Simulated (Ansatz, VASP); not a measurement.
## BP in VASP and in Ansatz

```
P B
1.0
     0.00000    2.25377    2.25377
     2.25377    0.00000    2.25377
     2.25377    2.25377    0.00000
P B
1 1
Direct
  0.75000 0.75000 0.75000
  0.00000 0.00000 0.00000
```

Alike in both runs: task single point; functional r2SCAN0; k mesh 5 × 5 × 5; occupations fermi-dirac, width 0.05 eV; no spin polarisation.

```csv
,VASP,Ansatz
version,VASP 6.6.1,Ansatz 0.2.0
potentials or method,"VASP PAW PBE potentials, release 64 (P, B)",Ansatz PAW
plane-wave cutoff (eV),520,500
valence electrons in the cell,8,8
```

Ansatz gave:

```
gap on the k mesh at the Fermi level (eV) : 2.74
least direct gap on the mesh (eV)         : 5.15
pressure (GPa)                            : 1.7
```

**Question.** Which values does VASP return?

**Answer.** gap on the k mesh at the Fermi level (eV): 2.80; least direct gap on the mesh (eV): 5.22; pressure (GPa): 0.9.

VASP's potentials were made for PBE, not for r2SCAN0.

The k mesh is coarse, so the values compare programs but aren't converged. Noted on Ansatz's run: odd divisions of the mesh miss points on the zone boundary, where band edges often lie, so the gap on the mesh can be too wide.
